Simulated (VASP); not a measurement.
FeO, 2 atoms in the cell. The typed cell holds 2 atoms: a = 2.985 Å, b = 2.985 Å, c = 2.985 Å, α = 59.99°, β = 59.99°, γ = 59.99°.  This cell differs from its parent crystal: volume scaled by 0.94, then relaxed in part.

- Program: VASP 6.6.1
- Task: single point
- Functional: PBE
- Potentials or basis: VASP PAW PBE potentials, release 64 (Fe, O)
- Cutoff: 520 eV
- k mesh: 18 × 18 × 18
- Occupations: gaussian, width 0.1 eV
- Spin: collinear spin, ferromagnetic start
- Starting moments: [3.79, 0.35] μB
- Dipole correction: no
- Further INCAR settings: ALGO = Normal; EDIFF = 1e-07; NBANDS = 18

Potentials or basis: VASP PAW PBE potentials, release 64 (Fe, O).

Command:

```sh
$ cat potpaw_PBE.64/Fe/POTCAR potpaw_PBE.64/O/POTCAR > POTCAR
$ mpirun -np 1 vasp_std > vasp.out
```

Hardware: 1 thread of AMD EPYC 9R45 96-Core Processor (Zen 5), with other jobs on the host.

Q: Estimate the wall time of this run.

A: Wall time 4.6 min on 1 thread of AMD EPYC 9R45 96-Core Processor (Zen 5), with other jobs on the host, peak memory 0.37 GiB. Counts: scf iterations 16, k points 580.
